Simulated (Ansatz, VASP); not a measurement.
**Sn in VASP and in Ansatz**

Contents of INCAR:

```
ALGO = Normal
EDIFF = 1E-7
ENCUT = 520
GGA = PE
ISIF = 2
ISMEAR = -1
LASPH = T
LCHARG = T
LELF = T
LREAL = F
LVHAR = T
LWAVE = F
NBANDS = 13
NELM = 60
PREC = Accurate
SIGMA = 0.05
```

File KPOINTS:

```
k-points
0
Gamma
  16 16 16
```

File POSCAR:

```
Sn
1.0
   -2.0492817020      2.0492817020      1.6772042273
    2.0492817020     -2.0492817020      1.6772042273
    2.0492817020      2.0492817020     -1.6772042273
Sn
1
Direct
    0.0000000000      0.0000000000      0.0000000000
```

Input for Ansatz:

```yaml
crystal:
  lattice:
    - [-2.049281702, 2.049281702, 1.6772042273]
    - [2.049281702, -2.049281702, 1.6772042273]
    - [2.049281702, 2.049281702, -1.6772042273]
  atoms:
    - { symbol: Sn, position: [0.0, 0.0, 0.0] }
kpoints:
  mp_grid: { grid: [16, 16, 16] }
scf:
  occupations: { method: fermi_dirac, width: 0.05 }
hamiltonian:
  xc: pbe
  pseudopotentials: { kind: all_electron, lapw: { basis_error: 0.001 } }
output:
  forces: true
  stress: true
  eigenvalues: true
```

Change from the starting cell: volume scaled by 1.03.

Alike in both runs: task single point; functional PBE; k mesh 16 × 16 × 16; occupations fermi-dirac, width 0.05 eV; no spin polarisation.

|  | VASP | Ansatz |
| --- | --- | --- |
| version | VASP 6.6.1 | Ansatz 0.2.0 |
| potentials or method | VASP PAW PBE potentials, release 64 (Sn_d), cutoff 520 eV | all-electron LAPW, scalar-relativistic |

VASP gave:

* pressure (GPa): -0.5
* traceless stress, the component that is largest in VASP (GPa): 0.42

**Question.** Which values does Ansatz return?

**Answer.** Pressure (GPa): -0.4; traceless stress, the component that is largest in VASP (GPa): 0.42.

Ansatz ran all-electron here, and VASP with PAW potentials.
